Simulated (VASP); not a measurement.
Here is a VASP 6.6.1 calculation.

The input INCAR:

```
PREC     = Accurate       # precision mode
ENCUT    = 520            # plane-wave cutoff, eV
EDIFF    = 1E-6           # SCF threshold, eV
ISMEAR   = -1             # smearing method
SIGMA    = 0.05           # smearing width, eV
LREAL    = F              # projectors in reciprocal space
LASPH    = T              # aspherical terms in the spheres
NELM     = 80             # most SCF steps
ALGO     = Normal         # electronic algorithm
ISIF     = 2              # what is computed and relaxed
LWAVE    = F              # write WAVECAR
LCHARG   = T              # write CHGCAR
GGA      = PE             # functional
LELF     = T              # ELF
LVHAR    = T            
NBANDS   = 21             # bands
```

KPOINTS

```
Automatic mesh
0
Gamma
  15 15 8
```

File POSCAR:

```
Ge
1.0
    2.8847005511      0.0000000000      0.0000000000
   -1.4423502756      2.4982239596      0.0000000000
    0.0000000000      0.0000000000      4.8576286145
Ge
2
Direct
    0.3333333333      0.6666666667      0.2500000000
    0.6666666667      0.3333333333      0.7500000000
```

Potentials or basis: VASP PAW PBE potentials, release 64 (Ge_d).

The run is started by

```bash
$ cat potpaw_PBE.64/Ge_d/POTCAR > POTCAR
$ mpirun -np 1 vasp_std > vasp.out
```

(1) Estimate the pressure.

(2) Estimate the band gap on the k mesh.

## Answers

(1) 8.3 GPa.

(2) zero (band 14 reaches 15.50 eV, above the bottom of band 15 at 4.33 eV).
